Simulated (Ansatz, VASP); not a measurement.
Given: the input of a run of Ansatz 0.2.0 on Si2W.

Contents of input.yaml:

```yaml
crystal:
  lattice:
    - [-1.6069, 1.6069, 3.91495]
    - [1.6069, -1.6069, 3.91495]
    - [1.6069, 1.6069, -3.91495]
  atoms:
    - { symbol: W, position: [0.0, 0.0, 0.0] }
    - { symbol: Si, position: [0.6653, 0.6653, 0.0] }
    - { symbol: Si, position: [0.3347, 0.3347, 0.0] }
hamiltonian:
  xc: pbe
  pseudopotentials: { kind: paw }
kpoints:
  mp_grid: { grid: [12, 12, 12] }
scf:
  occupations: { method: gaussian, width: 0.024 }
output:
  forces: true
  stress: true
  eigenvalues: true
```

Potentials or basis: Ansatz PAW.

Command:

```bash
$ ansatz run input.yaml --threads 2 --pin off --max-ram 5632MiB --backend cpu --events-out ev --progress --plain --runs-dir out
```

Question: Translate it to VASP 6.6.1. Potentials there: VASP PAW PBE potentials, release 64 (W_sv, Si).

Answer: As run (the cutoff follows the program's own potentials):

The input INCAR:

```
PREC = Accurate
ENCUT = 520
EDIFF = 1E-7
ISMEAR = 0
SIGMA = 0.024
LREAL = F
LASPH = T
NELM = 80
ALGO = Normal
ISIF = 2
LWAVE = F
LCHARG = T
GGA = PE
LELF = T
LVHAR = T
NBANDS = 18
```

The input KPOINTS:

```
regular mesh
0
Gamma
  12 12 12
```

File POSCAR:

```
Si2W
1.0
   -1.6069000000      1.6069000000      3.9149500000
    1.6069000000     -1.6069000000      3.9149500000
    1.6069000000      1.6069000000     -3.9149500000
W Si
1 2
Direct
    0.0000000000      0.0000000000      0.0000000000
    0.6653000000      0.6653000000      0.0000000000
    0.3347000000      0.3347000000      0.0000000000
```

Potentials or basis: VASP PAW PBE potentials, release 64 (W_sv, Si).

Launch:

```bash
$ cat potpaw_PBE.64/W_sv/POTCAR potpaw_PBE.64/Si/POTCAR > POTCAR
$ mpirun -np 1 vasp_std > vasp.out
```

Both were run:

|  | VASP | Ansatz | Ansatz less VASP |
| --- | --- | --- | --- |
| gap on the k mesh at the Fermi level (eV) | none | none | - |
| pressure (GPa) | 3.4 | 3.3 | -0.10 |
| traceless stress, the component that is largest in VASP (GPa) | 0.37 | 0.43 | +0.056 |
| rms of the force components (eV/Å) | 0.040 | 0.038 | -0.0012 |

Atom by atom the forces differ by 0.001 eV/Å (rms over components). A gap of «none» marks a metal or a gap that the smearing closes. With one functional, cell and mesh, what is left measures potentials, basis and numerics.

Neither program's run includes spin-orbit coupling.
